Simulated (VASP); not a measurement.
# Cu (Cmcm) in VASP: further runs, part 2 of 2

VASP 6.6.1.

## (4) Single point, PBE (11.80 Å³/atom)

Contents of INCAR:

```
ALGO = Fast ; EDIFF = 1E-7
ENCUT = 520 ; GGA = PE
ISIF = 2 ; ISMEAR = 0
LASPH = True ; LCHARG = False
LREAL = False ; LWAVE = False
NBANDS = 18 ; NELM = 80
PREC = Accurate ; SIGMA = 0.15
```

Contents of KPOINTS:

```
k-points
0
Gamma
  20 20 20
```

Contents of POSCAR:

```
Cu
1.0
    1.2462243765     -3.8962085734      0.0000000000
    1.2462243765      3.8962085734      0.0000000000
    0.0000000000      0.0000000000      2.4302086801
Cu
2
Direct
    0.1340351705      0.8659648295      0.2500000000
    0.8659648295      0.1340351705      0.7500000000
```

Potentials or basis: VASP PAW PBE potentials, release 64 (Cu).

Launch:

```console
> cat potpaw_PBE.64/Cu/POTCAR > POTCAR
> mpirun -np 1 vasp_std > vasp.out
```

OUTCAR:

```text
EDIFF = 1E-7
   ENCUT = 520
   GGA = PE
   ISIF = 2
   ISMEAR = 0
   LASPH = True
   LREAL = False
   NELM = 80
   PREC = Accurate

 ion  position               nearest neighbor table
   1  0.134  0.866  0.250-   2 2.42   2 2.42   2 2.51   2 2.51   2 2.51   2 2.51
   2  0.866  0.134  0.750-   1 2.42   1 2.42   1 2.51   1 2.51   1 2.51   1 2.51

  LATTYP: Found a base centered orthorhombic cell.
 ALAT       =     2.4924487530
 B/A-ratio  =     3.1264101769
 C/A-ratio  =     0.9750285446

[... 697 lines left out ...]

  FORCE on cell =-STRESS in cart. coord.  units (eV):
  Direction    XX          YY          ZZ          XY          YZ          ZX
  --------------------------------------------------------------------------------------
  -------------------------------------------------------------------------------------
  Total        0.4342934      2.0398424      2.2885465      0.0000000     -0.0000000      0.0000000
  in kB       29.4836869    138.4825948    155.3668372      0.0000000     -0.0000000      0.0000000
  external PRESSURE =     107.7777063 kB  Pullay stress =       0.0000000 kB

 VOLUME and BASIS-vectors are now :
 -----------------------------------------------------------------------------
  energy-cutoff  :      520.00
  volume of cell :       23.60
      direct lattice vectors                 reciprocal lattice vectors
     1.246224377 -3.896208573  0.000000000     0.401211860 -0.128329885  0.000000000
     1.246224377  3.896208573  0.000000000     0.401211860  0.128329885  0.000000000
     0.000000000  0.000000000  2.430208680     0.000000000  0.000000000  0.411487297

 POSITION                                       TOTAL-FORCE (eV/Angst)
 -----------------------------------------------------------------------------------
      1.24622      2.85175      0.60755         0.000000     -0.052013      0.000000
      1.24622     -2.85175      1.82266         0.000000      0.052013      0.000000
 -----------------------------------------------------------------------------------
    total drift:                                0.000000      0.000000      0.000000

  FREE ENERGIE OF THE ION-ELECTRON SYSTEM (eV)
  ---------------------------------------------------
  free  energy   TOTEN  =        -7.1070193536 eV

  energy  without entropy=       -7.1008547840  energy(sigma->0) =       -7.10393707
```

OSZICAR:

```text
N       E                     dE             d eps       ncg     rms          rms(c)
DAV:   1     0.122213340188E+03    0.12221E+03   -0.10518E+04 47254   0.219E+03
DAV:   2    -0.259258876710E+01   -0.12481E+03   -0.11848E+03 44070   0.287E+02
DAV:   3    -0.878536199577E+01   -0.61928E+01   -0.59676E+01 49194   0.866E+01
DAV:   4    -0.885064658259E+01   -0.65285E-01   -0.65243E-01 51796   0.952E+00
DAV:   5    -0.885154636497E+01   -0.89978E-03   -0.89975E-03 54400   0.970E-01    0.108E+01
RMM:   6    -0.775055304626E+01    0.11010E+01   -0.98300E+00 51234   0.556E+01    0.587E+00
RMM:   7    -0.712980226011E+01    0.62075E+00   -0.17062E+00 50848   0.242E+01    0.141E+00
RMM:   8    -0.710824139194E+01    0.21561E-01   -0.52814E-02 53463   0.217E+00    0.265E-01
RMM:   9    -0.710683246605E+01    0.14089E-02   -0.11506E-02 54180   0.193E+00    0.714E-02
RMM:  10    -0.710700995828E+01   -0.17749E-03   -0.26153E-03 57754   0.527E-01    0.495E-02
RMM:  11    -0.710701008005E+01   -0.12178E-06   -0.31032E-04 58887   0.196E-01    0.138E-02
RMM:  12    -0.710701934792E+01   -0.92679E-05   -0.96296E-05 59813   0.115E-01    0.390E-03
RMM:  13    -0.710701930380E+01    0.44122E-07   -0.16121E-05 55859   0.552E-02    0.730E-03
RMM:  14    -0.710701899494E+01    0.30886E-06   -0.75888E-06 57528   0.328E-02    0.416E-04
RMM:  15    -0.710701931611E+01   -0.32117E-06   -0.16812E-06 47531   0.103E-02    0.911E-04
RMM:  16    -0.710701935359E+01   -0.37477E-07   -0.27961E-07 32911   0.559E-03
   1 F= -.71070194E+01 E0= -.71039371E+01  d E =-.616457E-02
```

Run time: 20 min. Hardware: 1 thread of Intel Xeon 8259CL, shared host; peak memory 0.51 GiB.

Results:

| Property | Result |
| --- | --- |
| Free energy | -7.1070 eV |
| Pressure | 10.8 GPa |
| Largest force | 0.052 eV/Å |
| Band gap on the k mesh | zero (bands 11 and 12 overlap by 5.58 eV) |

Forces on the atoms (eV/Å):
```
Cu   0.000 -0.052  0.000
Cu   0.000  0.052  0.000
```

Levels at points of the mesh, in eV from the Fermi level:
```tsv
k point	band 9	band 10	band 11	band 12	band 13	band 14
(0.00, 0.00, 0.00)	-1.91	-1.75	-1.44	0.17	5.24	15.57
(0.50, 0.00, 0.00)	-2.10	-1.65	-0.68	0.99	2.32	6.79
(0.50, 0.50, 0.00)	-2.29	-2.02	-1.65	-1.56	14.29	14.40
(0.00, 0.00, 0.50)	-1.77	-1.77	0.13	0.13	8.72	8.72
(0.50, 0.00, 0.50)	-1.34	-1.34	3.59	3.59	7.51	7.51
(0.50, 0.50, 0.50)	-1.54	-1.54	-0.82	-0.82	4.07	4.07
```

Caveat: the stress differs along the axes, from 3 to 16 GPa.

## (5) Overview

| cell | further INCAR settings | gap on the mesh (eV) | pressure (GPa) | largest force (eV/Å) |
| --- | --- | --- | --- | --- |
| a = 4.052, b = 4.052, c = 2.398 Å, angles 90.0, 90.0, 143.2°, 2 atoms | ALGO = Fast; EDIFF = 1e-06; NBANDS = 18 | none | 12.3 | 0.23 |
| a = 4.131, b = 4.131, c = 2.463 Å, angles 90.0, 90.0, 145.8°, 2 atoms | ALGO = Fast; EDIFF = 1e-07; NBANDS = 18 | none | 9.9 | 0.09 |
| a = 4.091, b = 4.091, c = 2.430 Å, angles 90.0, 90.0, 144.5°, 2 atoms | ALGO = Fast; EDIFF = 1e-07; NBANDS = 18 | none | 10.8 | 0.05 |

Alike in all rows: task single point; level PBE; potentials or basis VASP PAW PBE potentials, release 64 (Cu); no spin polarisation; k mesh 20 × 20 × 20; cutoff (eV) 520; smearing gaussian 0.15 eV.

Caveats: the stress differs along the axes, from -2 to 21 GPa (at least some runs); the cell stands under pressure (at least some runs); the stress differs along the axes, from 3 to 16 GPa (at least some runs).

Total energies depend on the potentials used, so only differences within one code and one set of settings carry meaning.
